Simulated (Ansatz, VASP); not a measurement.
## One calculation of Rb3N2, two programs

INCAR

```
ALGO = Normal ; EDIFF = 1E-7
EDIFFG = -0.01 ; ENCUT = 600
GGA = PE ; IBRION = 2
ISIF = 3 ; ISMEAR = 0
LASPH = True ; LCHARG = False
LREAL = False ; LWAVE = False
NELM = 100 ; NSW = 100
PREC = Accurate ; SIGMA = 0.1
```

Contents of KPOINTS:

```
k-points
0
Gamma
  8 8 6
```

Contents of POSCAR:

```
Rb3N2
1.0
    5.2242314523      0.0000000000      0.0000000000
    0.0000000000      5.2242314523      0.0000000000
    0.0000000000      0.0000000000      7.6805841044
Rb N
3 2
Direct
    0.0000000000      0.0000000000      0.2843038188
    0.0000000000      0.0000000000      0.7156961812
    0.5000000000      0.5000000000      0.5000000000
    0.0000000000      0.5000000000      0.5000000000
    0.5000000000      0.0000000000      0.5000000000
```

Input for Ansatz:

```yaml
crystal:
  lattice:
    - [5.2242314523, 0.0, 0.0]
    - [0.0, 5.2242314523, 0.0]
    - [0.0, 0.0, 7.6805841044]
  atoms:
    - { symbol: Rb, position: [0.0, 0.0, 0.2843038188] }
    - { symbol: Rb, position: [0.0, 0.0, 0.7156961812] }
    - { symbol: Rb, position: [0.5, 0.5, 0.5] }
    - { symbol: "N", position: [0.0, 0.5, 0.5] }
    - { symbol: "N", position: [0.5, 0.0, 0.5] }
basis:
  ecutwfc: 420
kpoints:
  mp_grid: { grid: [8, 8, 6] }
hamiltonian:
  xc: pbe
scf:
  occupations: { method: gaussian, width: 0.1 }
output:
  forces: true
  stress: true
  eigenvalues: true
relax:
  adjacent_minimum: "off"
  f_tol: 0.01
  max_steps: 80
  cell: { stress_tol: 0.05 }
```

Alike in both runs: task relaxation of cell and atoms; functional PBE; k mesh 8 × 8 × 6; occupations gaussian, width 0.1 eV; no spin polarisation.

|  | VASP | Ansatz |
| --- | --- | --- |
| version | VASP 6.6.1 | Ansatz 0.2.0 |
| potentials or method | VASP PAW PBE potentials, release 64 (Rb_sv, N), cutoff 600 eV | scalar-relativistic, plane waves, PAW |
| valence electrons in the cell | 37 | 37 |

Ansatz gave:

```
gap on the k mesh at the Fermi level, each at its own relaxed structure (eV) : none
relaxed volume (Å³/atom)                                                     : 43.96
relaxed cell length with the largest relative difference (Å)                 : 8.271
```

**Question.** Which values does VASP return?

**Answer.** gap on the k mesh at the Fermi level, each at its own relaxed structure (eV): none; relaxed volume (Å³/atom): 44.98; relaxed cell length with the largest relative difference (Å): 8.437.

A gap of «none» marks a metal or a gap that the smearing closes.
